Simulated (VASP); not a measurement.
Set up this calculation in VASP 6.6.1, as the native input.

```yaml
Task: single point
Functional: LDA
Potentials_or_basis: VASP PAW LDA potentials, release 64 (Mg, F)
Cutoff: 520 eV
k_mesh: 7 × 7 × 10
Occupations: fermi-dirac, width 0.1 eV
Spin: no spin polarisation
Dipole_correction: no
k_mesh_for_the_DOS: 11 × 11 × 15
Occupations_for_the_DOS: tetrahedron
Further_INCAR_settings: ALGO = Normal; EDIFF = 1e-06; NBANDS = 25
```

Crystal: MgF2 (rutile type).

```xyz
6
Lattice="4.5561 0.0000 0.0000 0.0000 4.5561 0.0000 0.0000 0.0000 3.0120" Properties=species:S:1:pos:R:3 pbc="T T T"
Mg    0.0000    0.0000    0.0000
Mg    2.2781    2.2781    1.5060
F     1.3804    1.3804    0.0000
F     3.1757    3.1757    0.0000
F     3.6585    0.8976    1.5060
F     0.8976    3.6585    1.5060
```

One way to write it, as run:

POSCAR

```
MgF2
1.0
    4.5561233870      0.0000000000      0.0000000000
    0.0000000000      4.5561233870      0.0000000000
    0.0000000000      0.0000000000      3.0120341048
Mg F
2 4
Direct
    0.0000000000      0.0000000000      0.0000000000
    0.5000000000      0.5000000000      0.5000000000
    0.3029800056      0.3029800056      0.0000000000
    0.6970199944      0.6970199944      0.0000000000
    0.8029800056      0.1970199944      0.5000000000
    0.1970199944      0.8029800056      0.5000000000
```

INCAR.step1

```
SYSTEM = MgF2
  PREC = Accurate
  ENCUT = 520
  EDIFF = 1E-6
  ISMEAR = -1
  SIGMA = 0.1
  LREAL = .FALSE.
  LASPH = .TRUE.
  NELM = 120
  ALGO = Normal
  ISIF = 2
  LWAVE = .FALSE.
  LCHARG = .TRUE.
  NBANDS = 25
  GGA_COMPAT = .FALSE.
  NEDOS = 2001
  LORBIT = 11
```

KPOINTS.step1

```
regular mesh
0
G
  7 7 10
  0 0 0
```

INCAR.step2

```
SYSTEM = MgF2
  PREC = Accurate
  ENCUT = 520
  EDIFF = 1E-6
  ISMEAR = -5
  SIGMA = 0.1
  LREAL = .FALSE.
  LASPH = .TRUE.
  NELM = 120
  ALGO = Normal
  ISIF = 2
  LWAVE = .FALSE.
  LCHARG = .FALSE.
  LORBIT = 11
  NBANDS = 25
  NEDOS = 1001
  ICHARG = 11
  GGA_COMPAT = .FALSE.
```

KPOINTS.step2

```
regular mesh
0
G
  11 11 15
  0 0 0
```

Potentials or basis: VASP PAW LDA potentials, release 64 (Mg, F).

Command:

```sh
$ cat potpaw_LDA.64/Mg/POTCAR potpaw_LDA.64/F/POTCAR > POTCAR
$ cp INCAR.step1 INCAR
$ cp KPOINTS.step1 KPOINTS
$ mpirun -np 1 vasp_std > vasp.out
$ cp INCAR.step2 INCAR
$ cp KPOINTS.step2 KPOINTS
$ mpirun -np 1 vasp_std > vasp.out
```

It gave:

- Valence electrons inside the program's atomic spheres: Mg 0.41; F 6.14

Run time: 59 s on 1 thread of Intel(R) Xeon(R) 6975P-C (Granite Rapids) (shared host), peak memory 0.31 GiB.
